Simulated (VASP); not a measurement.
Here is a VASP 6.6.1 calculation.

INCAR

```
  ALGO = Fast
  EDIFF = 1E-7
  ENCUT = 520
  GGA = PS
  ISIF = 2
  ISMEAR = 0
  LASPH = True
  LCHARG = True
  LELF = True
  LREAL = False
  LVHAR = True
  LWAVE = False
  NBANDS = 10
  NELM = 80
  PREC = Accurate
  SIGMA = 0.15
```

KPOINTS

```
k-points
0
Gamma
  22 22 22
```

Contents of POSCAR:

```
Re
1.0
    0.0000000000      1.7253214179      2.5879821268
    1.7253214179      0.0000000000      2.5879821268
    1.7253214179      1.7253214179      0.0000000000
Re
1
Direct
    0.0000000000      0.0000000000      0.0000000000
```

Potentials or basis: VASP PAW PBE potentials, release 64 (Re).

The run is started by

```sh
$ cat potpaw_PBE.64/Re/POTCAR > POTCAR
$ mpirun -np 1 vasp_std > vasp.out
```

Task: Estimate the pressure.

Result: 11.5 GPa.

Stress tensor (GPa, compression positive):
```
 37.87   0.00   0.00
  0.00  37.87   0.00
  0.00   0.00 -41.26
```

Caveat: the PAW data sets were made with another functional, which shifts forces and pressure a little.
